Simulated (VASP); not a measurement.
# TiW4 (P-6m2) in VASP: notebook

The runs below take TiW4 through single point, with PBE.

Program: VASP 6.6.1. These are calculated values, not measurements. Logs are shortened: lines on timing, memory, paths and dates and some standing lists are left out, and cuts for length are marked.

### 1 The cell of the first run

The structure is hexagonal, space group P-6m2 (No. 187). Conventional cell: a = 2.906 Å, b = 2.906 Å, c = 22.856 Å, α = 90.00°, β = 90.00°, γ = 120.00°. Within 3.7 Å of Ti (site symmetry 3m) lie 6 W at 2.84 Å and 6 Ti at 2.91 Å. W (site symmetry 3m) has 3 Ti at 2.84 Å and 9 W at 2.84 to 2.91 Å within 3.7 Å. W (site symmetry 3m) has 9 W at 2.84 to 2.91 Å and 3 Ti at 2.84 Å within 3.7 Å. Within 3.7 Å of W (site symmetry -6m2) lie 12 W at 2.84 to 2.91 Å. W (site symmetry 3m) has 12 W at 2.84 to 2.91 Å within 3.7 Å. Within 3.7 Å of W (site symmetry -6m2) lie 12 W at 2.84 to 2.91 Å.

### 2 Single point, PBE

The input, INCAR:

```
SYSTEM = TiW4
PREC     = Accurate       ! precision mode
ENCUT    = 520            ! plane-wave cutoff, eV
EDIFF    = 1E-7           ! SCF threshold, eV
ISMEAR   = 0              ! smearing method
SIGMA    = 0.1            ! smearing width, eV
LREAL    = .FALSE.        ! projectors in reciprocal space
LASPH    = .TRUE.         ! aspherical terms in the spheres
NELM     = 80             ! most SCF steps
ALGO     = Fast           ! electronic algorithm
ISIF     = 2              ! what is computed and relaxed
LWAVE    = .FALSE.        ! write WAVECAR
LCHARG   = .FALSE.        ! write CHGCAR
GGA      = PE             ! functional
NBANDS   = 79             ! bands
```

The input, KPOINTS:

```
Automatic mesh
0
G
  6 6 1
  0 0 0
```

The input, POSCAR:

```
TiW4
1.0
    2.9060274300      0.0000000000      0.0000000000
   -1.4530137200      2.5166935800      0.0000000000
    0.0000000000      0.0000000000     22.8557390400
Ti W
2 8
Direct
    0.6666666700      0.3333333300      0.7000000000
    0.6666666700      0.3333333300      0.3000000000
    0.3333333300      0.6666666700      0.6000000000
    0.3333333300      0.6666666700      0.8000000000
    0.3333333300      0.6666666700      0.0000000000
    0.3333333300      0.6666666700      0.2000000000
    0.3333333300      0.6666666700      0.4000000000
    0.6666666700      0.3333333300      0.9000000000
    0.6666666700      0.3333333300      0.1000000000
    0.6666666700      0.3333333300      0.5000000000
```

Potentials or basis: VASP PAW PBE potentials, release 64 (Ti_sv, W_sv).

Run with:

```sh
$ cat potpaw_PBE.64/Ti_sv/POTCAR potpaw_PBE.64/W_sv/POTCAR > POTCAR
$ mpirun -np 1 vasp_std > vasp.out
```

OUTCAR:

```text
SYSTEM = TiW4
   PREC = Accurate
   ENCUT = 520
   EDIFF = 1E-7
   ISMEAR = 0
   LREAL = .FALSE.
   LASPH = .TRUE.
   NELM = 80
   ISIF = 2
   GGA = PE

 ion  position               nearest neighbor table
   1  0.667  0.333  0.700-   4 2.84   3 2.84   4 2.84   3 2.84   4 2.84   3 2.84
   2  0.667  0.333  0.300-   6 2.84   7 2.84   6 2.84   7 2.84   6 2.84   7 2.84
   3  0.333  0.667  0.600-   1 2.84  10 2.84   1 2.84  10 2.84   1 2.84  10 2.84
   4  0.333  0.667  0.800-   1 2.84   8 2.84   1 2.84   8 2.84   1 2.84   8 2.84
   5  0.333  0.667  0.000-   8 2.84   9 2.84   8 2.84   9 2.84   8 2.84   9 2.84
   6  0.333  0.667  0.200-   2 2.84   9 2.84   2 2.84   9 2.84   2 2.84   9 2.84
   7  0.333  0.667  0.400-   2 2.84  10 2.84   2 2.84  10 2.84   2 2.84  10 2.84
   8  0.667  0.333  0.900-   4 2.84   5 2.84   4 2.84   5 2.84   4 2.84   5 2.84
   9  0.667  0.333  0.100-   5 2.84   6 2.84   5 2.84   6 2.84   5 2.84   6 2.84
  10  0.667  0.333  0.500-   3 2.84   7 2.84   3 2.84   7 2.84   3 2.84   7 2.84

  LATTYP: Found a hexagonal cell.
 ALAT       =     2.9060274300
 C/A-ratio  =     7.8649426375

  Lattice vectors:

 A1 = (   2.9060274300,   0.0000000000,   0.0000000000)
 A2 = (  -1.4530137200,   2.5166935800,   0.0000000000)
 A3 = (   0.0000000000,   0.0000000000,  22.8557390400)

Analysis of symmetry for initial positions (statically):
=====================================================================
 Subroutine PRICEL returns:
 Original cell was already a primitive cell.

 Routine SETGRP: Setting up the symmetry group for a
 hexagonal supercell.

 Subroutine GETGRP returns: Found 12 space group operations
 (whereof 12 operations were pure point group operations)
 out of a pool of 24 trial point group operations.

The static configuration has the point symmetry D_3h.

Analysis of symmetry for dynamics (positions and initial velocities):
=====================================================================
 Subroutine PRICEL returns:
 Original cell was already a primitive cell.

 Routine SETGRP: Setting up the symmetry group for a
 hexagonal supercell.

 Subroutine GETGRP returns: Found 12 space group operations
 (whereof 12 operations were pure point group operations)
 out of a pool of 24 trial point group operations.

The dynamic configuration has the point symmetry D_3h.

 Subroutine INISYM returns: Found 12 space group operations
 (whereof 12 operations are pure point group operations),
 and found     1 'primitive' translations

----------------------------------------------------------------------------------------

                                     Primitive cell

  volume of cell :     167.1573

  direct lattice vectors                    reciprocal lattice vectors
     2.906027430  0.000000000  0.000000000     0.344112375  0.198673373  0.000000000
    -1.453013720  2.516693580  0.000000000     0.000000000  0.397346744  0.000000000
     0.000000000  0.000000000 22.855739040     0.000000000  0.000000000  0.043752687

  length of vectors
     2.906027430  2.906027434 22.855739040     0.397346745  0.397346744  0.043752687

  position of ions in fractional coordinates (direct lattice)
     0.666666670  0.333333330  0.700000000
     0.666666670  0.333333330  0.300000000
     0.333333330  0.666666670  0.600000000
     0.333333330  0.666666670  0.800000000
     0.333333330  0.666666670  0.000000000
     0.333333330  0.666666670  0.200000000
     0.333333330  0.666666670  0.400000000
     0.666666670  0.333333330  0.900000000
     0.666666670  0.333333330  0.100000000
     0.666666670  0.333333330  0.500000000

  ion indices of the primitive-cell ions
   primitive index   ion index
                 1           1
                 2           2
                 3           3
                 4           4
                 5           5
                 6           6
                 7           7
                 8           8
                 9           9
                10          10

----------------------------------------------------------------------------------------

 KPOINTS: Automatic mesh

Automatic generation of k-mesh.
 Grid dimensions read from file:
 generate k-points for:    6    6    1

 Generating k-lattice:

  Cartesian coordinates                     Fractional coordinates (reciprocal lattice)
     0.057352062  0.033112229  0.000000000     0.166666667  0.000000000  0.000000000
     0.000000000  0.066224457  0.000000000     0.000000000  0.166666667  0.000000000
     0.000000000  0.000000000  0.043752687     0.000000000  0.000000000  1.000000000

  Length of vectors
     0.066224457  0.066224457  0.043752687

  Shift w.r.t. Gamma in fractional coordinates (k-lattice)
     0.000000000  0.000000000  0.000000000

 Subroutine IBZKPT returns following result:
 ===========================================

 Found      7 irreducible k-points:

 Following reciprocal coordinates:
            Coordinates               Weight
  0.000000  0.000000  0.000000      1.000000
  0.166667  0.000000  0.000000      6.000000
  0.333333  0.000000  0.000000      6.000000
  0.500000  0.000000  0.000000      3.000000
  0.166667  0.166667  0.000000      6.000000
  0.333333  0.166667  0.000000     12.000000
  0.333333  0.333333  0.000000      2.000000
   k-points           NKPTS =      7   k-points in BZ     NKDIM =      7   number of bands    NBANDS=     79
   number of dos      NEDOS =    301   number of ions     NIONS =     10
   total plane-waves  NPLWV = 103680
   dimension x,y,z NGX =    24 NGY =   24 NGZ =  180
   dimension x,y,z NGXF=    48 NGYF=   48 NGZF=  360
   ions per type =               2   8
   NGX,Y,Z   is equivalent  to a cutoff of  13.73, 13.73, 13.09 a.u.
   NGXF,Y,Z  is equivalent  to a cutoff of  27.46, 27.46, 26.19 a.u.
 SYSTEM =  TiW4
   PREC   = accura    normal or accurate (medium, high low for compatibility)
   ISTART =      0    job   : 0-new  1-cont  2-samecut
   ICHARG =      2    charge: 1-file 2-atom 10-const
   ISPIN  =      1    spin polarized calculation?
   LNONCOLLINEAR =      F non collinear calculations
   LSORBIT =      F    spin-orbit coupling
   LASPH  =      T    aspherical Exc in radial PAW
   ENCUT  =  520.0 eV  38.22 Ry    6.18 a.u.   5.40  5.40 42.50*2*pi/ulx,y,z
   NELM   =     80;   NELMIN=  2; NELMDL= -5     # of ELM steps
   EDIFF  = 0.1E-06   stopping-criterion for ELM
   LREAL  =      F    real-space projection
   EDIFFG = 0.1E-05   stopping-criterion for IOM
   NSW    =      0    number of steps for IOM
   IBRION =     -1    ionic relax: 0-MD 1-quasi-New 2-CG
   NFREE  =      0    steps in history (QN), initial steepest desc. (CG)
   ISIF   =      2    stress and relaxation
   ISYM   =      2    0-nonsym 1-usesym 2-fastsym
   POTIM  = 0.5000    time-step for ionic-motion
   TEBEG  =    0.0;   TEEND  =   0.0 temperature during run
   PSTRESS=    0.0 pullay stress
   NELECT =     136.0000    total number of electrons
   NUPDOWN=      -1.0000    fix difference up-down
   EMIN   =  10.00;   EMAX   =-10.00  energy-range for DOS
   EFERMI =   0.00;   METHOD = LEGACY
   ISMEAR =     0;   SIGMA  =   0.10  broadening in eV -4-tet -1-fermi 0-gaus
   EFERMI_NEDOS =   21; number of points for ismear=-14 and -15
   IALGO  =     68    algorithm
   IMIX   =      4    mixing-type and parameters
     AMIX     =   0.40;   BMIX     =  1.00
     AMIX_MAG =   1.60;   BMIX_MAG =  1.00
  volume/ion in A,a.u.               =      16.72       112.80
  Fermi-wavevector in a.u.,A,eV,Ry     =   1.528314  2.888095 31.779737  2.335745
  Thomas-Fermi vector in A             =   2.636090
   LORBIT       =      0    0 simple, 1 ext, 2 COOP (PROOUT), +10 PAW based schemes
   GGA     = PE    functional components
   LHFCALC =     F    Hartree Fock is set to
   AEXX    =    0.0000 exact exchange contribution
   IVDW    =     0    specifies the selected vdW correction
   LEPSILON=     F    determine dielectric tensor
   LRPA    =     F    only Hartree local field effects (RPA)
 non-spin polarized calculation
 RMM-DIIS sequential band-by-band and
 Gauss-broadening in eV      SIGMA  =   0.10
  energy-cutoff  :      520.00
  volume of cell :      167.16
 maximum number of plane-waves:      4609
 NGX is ok and might be reduce to    24
   NGX = 11   NGY = 11   NGZ = 85

 number of electron     135.9999994 magnetization

 Free energy of the ion-electron system (eV)
  ---------------------------------------------------
  ext. energy  EPLUGINS =         0.00000000
  ---------------------------------------------------
  free energy    TOTEN  =      -114.29422575 eV

  energy without entropy =     -114.18488921  energy(sigma->0) =     -114.23955748

 E-fermi :   9.9479     XC(G=0): -13.0007

 val. band max:        9.9432465401   @ k =   0.3333   0.1667   0.0000
 cond. band min:       9.9525185656   @ k =   0.0000   0.0000   0.0000
 fundamental gap:      0.0092720255
 Fermi energy:         9.9478952677

 k-point     1 :       0.0000    0.0000    0.0000
  band No.  band energies     occupation
      1     -63.7202      2.00000
      2     -63.7149      2.00000
      3     -63.7100      2.00000
      4     -63.6649      2.00000
      5     -63.6637      2.00000
      6     -63.6462      2.00000
[... 71 lines left out ...]
     78      10.7647      0.00000
     79      10.9144      0.00000

 k-point     2 :       0.1667    0.0000    0.0000
  band No.  band energies     occupation
      1     -63.7019      2.00000
      2     -63.6968      2.00000
      3     -63.6933      2.00000
      4     -63.6511      2.00000
      5     -63.6499      2.00000
      6     -63.6353      2.00000
[... 71 lines left out ...]
     78      10.7594      0.00000
     79      10.9813      0.00000
[... 326 lines left out ...]
     78      12.9242      0.00000
     79      12.9748      0.00000

 k-point     7 :       0.3333    0.3333    0.0000
  band No.  band energies     occupation
      1     -63.6301      2.00000
      2     -63.6300      2.00000
      3     -63.6283      2.00000
      4     -63.6027      2.00000
      5     -63.6027      2.00000
      6     -63.6014      2.00000
[... 71 lines left out ...]
     78      13.0756      0.00000
     79      13.2487      0.00000

------------------------ aborting loop because EDIFF is reached ----------------------------------------

  FORCE on cell =-STRESS in cart. coord.  units (eV):
  Direction    XX          YY          ZZ          XY          YZ          ZX
  --------------------------------------------------------------------------------------
  -------------------------------------------------------------------------------------
  Total       -5.5557804     -5.5557805      2.5407882      0.0000000      0.0000000     -0.0000000
  in kB      -53.2513152    -53.2513152     24.3530710      0.0000001      0.0000000     -0.0000000
  external PRESSURE =     -27.3831865 kB  Pullay stress =       0.0000000 kB

 VOLUME and BASIS-vectors are now :
 -----------------------------------------------------------------------------
  energy-cutoff  :      520.00
  volume of cell :      167.16
      direct lattice vectors                 reciprocal lattice vectors
     2.906027430  0.000000000  0.000000000     0.344112375  0.198673373  0.000000000
    -1.453013720  2.516693580  0.000000000     0.000000000  0.397346744  0.000000000
     0.000000000  0.000000000 22.855739040     0.000000000  0.000000000  0.043752687

 POSITION                                       TOTAL-FORCE (eV/Angst)
 -----------------------------------------------------------------------------------
      1.45301      0.83890     15.99902         0.000000     -0.000000     -0.019205
      1.45301      0.83890      6.85672         0.000000     -0.000000      0.019205
     -0.00000      1.67780     13.71344        -0.000000      0.000000      0.161813
     -0.00000      1.67780     18.28459        -0.000000      0.000000     -0.112647
     -0.00000      1.67780      0.00000         0.000000      0.000000      0.000000
     -0.00000      1.67780      4.57115        -0.000000      0.000000      0.112647
     -0.00000      1.67780      9.14230        -0.000000      0.000000     -0.161813
      1.45301      0.83890     20.57017        -0.000000      0.000000      0.146912
      1.45301      0.83890      2.28557        -0.000000     -0.000000     -0.146912
      1.45301      0.83890     11.42787        -0.000000      0.000000      0.000000
 -----------------------------------------------------------------------------------
    total drift:                               -0.000026      0.000015      0.000000

  FREE ENERGIE OF THE ION-ELECTRON SYSTEM (eV)
  ---------------------------------------------------
  free  energy   TOTEN  =      -114.2942257530 eV

  energy  without entropy=     -114.1848892126  energy(sigma->0) =     -114.23955748
```

It took 16 min on 1 thread of Intel Xeon 8259CL, shared host; peak memory 0.35 GiB.

Results:

- Free energy: -114.2942 eV
- Pressure: -2.7 GPa
- Largest force: 0.162 eV/Å
- Band gap on the k mesh: zero (bands 68 and 69 overlap by 1.03 eV)

Forces in eV/Å, atoms in the order of the input:
```
Ti   0.000  0.000 -0.019
Ti   0.000  0.000  0.019
W    0.000  0.000  0.162
W    0.000  0.000 -0.113
W    0.000  0.000  0.000
W    0.000  0.000  0.113
W    0.000  0.000 -0.162
W    0.000  0.000  0.147
W    0.000  0.000 -0.147
W    0.000  0.000  0.000
```

Stress tensor (GPa, compression positive):
```
-5.33  0.00  0.00
 0.00 -5.33  0.00
 0.00  0.00  2.44
```

Levels at points of the mesh, in eV from the Fermi level:
```
           k point  band 64  band 65  band 66  band 67  band 68  band 69  band 70  band 71  band 72  band 73
(0.00, 0.00, 0.00)    -0.52    -0.39    -0.30    -0.30    -0.07    -0.07    -0.04     0.00     0.11     0.11
(0.50, 0.00, 0.00)     0.02     0.27     0.49     0.56     0.68     0.76     0.76     0.86     1.04     1.13
```

Caveat: the k points lie up to 0.42 Å⁻¹ apart, too coarse for converged energies and pressures of a metal; spin-orbit coupling is left out, which moves the levels of the heavy elements.

### 3 Single point, PBE

This run uses another cell than the first one, of 16.56 Å³/atom.

The input, INCAR:

```
SYSTEM = TiW4
  PREC = Accurate
  ENCUT = 520
  EDIFF = 1E-6
  ISMEAR = 0
  SIGMA = 0.1
  LREAL = .False.
  LASPH = .True.
  NELM = 100
  ALGO = Fast
  ISIF = 2
  LWAVE = .False.
  LCHARG = .False.
  GGA = PE
  NBANDS = 79
```

The input, KPOINTS:

```
Automatic mesh
0
Gamma
  18 18 2
  0 0 0
```

The input, POSCAR:

```
TiW4
1.0
    2.7831127596      0.0000000028      0.0000000000
   -1.3915563822      2.4102463500      0.0000000000
    0.0000000000      0.0000000000     24.6823354584
Ti W
2 8
Direct
    0.6666666667      0.3333333333      0.7000331814
    0.6666666667      0.3333333333      0.2999668186
    0.3333333333      0.6666666667      0.5999777162
    0.3333333333      0.6666666667      0.8000686469
    0.3333333333      0.6666666667      0.0000000000
    0.3333333333      0.6666666667      0.1999313531
    0.3333333333      0.6666666667      0.4000222838
    0.6666666667      0.3333333333      0.9000869435
    0.6666666667      0.3333333333      0.0999130565
    0.6666666667      0.3333333333      0.5000000000
```

Potentials or basis: VASP PAW PBE potentials, release 64 (Ti_sv, W_sv).

Run with:

```sh
$ cat potpaw_PBE.64/Ti_sv/POTCAR potpaw_PBE.64/W_sv/POTCAR > POTCAR
$ mpirun -np 1 vasp_std > vasp.out
```

Wall time 1.8 h (1 thread of Oxide Virtual Turin-like, shared host); peak memory 0.77 GiB.

Results (log left out):

```yaml
Free_energy: -115.0247 eV
Pressure: 0.3 GPa
Largest_force: 0.021 eV/Å
Band_gap_on_the_k_mesh: zero (bands 68 and 69 overlap by 1.18 eV)
```

Forces on the atoms (eV/Å):
```
Ti   0.000  0.000  0.002
Ti   0.000  0.000 -0.002
W    0.000  0.000  0.021
W    0.000  0.000 -0.020
W    0.000  0.000  0.000
W    0.000  0.000  0.020
W    0.000  0.000 -0.021
W    0.000  0.000 -0.002
W    0.000  0.000  0.002
W    0.000  0.000  0.000
```

Stress tensor (GPa, compression positive):
```
0.38 0.00 0.00
0.00 0.38 0.00
0.00 0.00 0.21
```

Levels at points of the mesh, in eV from the Fermi level:
| k point | band 65 | band 66 | band 67 | band 68 | band 69 | band 70 | band 71 | band 72 |
| --- | --- | --- | --- | --- | --- | --- | --- | --- |
| (0.00, 0.00, 0.00) | -0.31 | -0.31 | -0.28 | -0.28 | -0.22 | -0.21 | -0.13 | -0.13 |
| (0.50, 0.00, 0.00) | 0.19 | 0.20 | 0.50 | 0.73 | 0.82 | 0.97 | 1.01 | 1.27 |
| (0.00, 0.00, 0.50) | -0.32 | -0.32 | -0.27 | -0.27 | -0.22 | -0.21 | -0.13 | -0.13 |
| (0.50, 0.00, 0.50) | 0.13 | 0.17 | 0.28 | 0.57 | 0.57 | 1.02 | 1.32 | 1.40 |

Caveat: spin-orbit coupling is left out, which moves the levels of the heavy elements.
